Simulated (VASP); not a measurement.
## MoS2: single point with PBE

The system is MoS2.

```
Mo S
1.0
     1.58150    0.91308    6.06210
    -1.58150    0.91308    6.06210
     0.00000   -1.82616    6.06210
Mo S
1 2
Direct
  0.00000 0.00000 0.00000
  0.74840 0.74840 0.74840
  0.58490 0.58490 0.58490
```

This cell differs from its parent crystal: zz strain of -1 %.

| Quantity | Value |
| --- | --- |
| Program | VASP 6.6.1 |
| Task | single point |
| Functional | PBE |
| Potentials or basis | VASP PAW PBE potentials, release 64 (Mo_sv, S) |
| Cutoff | 520 eV |
| k mesh | 13 × 13 × 13 |
| Occupations | fermi-dirac, width 0.05 eV |
| Spin | no spin polarisation |

```yaml
Pressure: 11.0 GPa
Largest_force: 1.600 eV/Å
Band_gap_on_the_k_mesh: 0.63 eV, indirect (least direct gap 1.79 eV)
```

Forces on the atoms (eV/Å):
```
Mo   0.000  0.000 -0.003
S    0.000  0.000  1.600
S    0.000  0.000 -1.597
```

Stress tensor (GPa, compression positive):
```
 8.05  0.00  0.00
 0.00  8.05  0.00
 0.00  0.00 16.93
```

Levels at points of the mesh, in eV from the valence-band top:
```csv
k point,band 11,band 12,band 13,band 14,band 15,band 16
"(0.00, 0.00, 0.00)",-2.80,-1.31,-1.19,1.83,1.83,2.39
```

Wall time 5.2 min on 1 thread of Intel(R) Xeon(R) 6975P-C (Granite Rapids), with other jobs on the host, peak memory 0.46 GiB.

Caveat: the cell differs from its parent crystal (zz strain of -1 %); forces of over 1 eV/Å act on the atoms, so gaps and moduli don't describe the material at rest. A k mesh can miss the band edges.
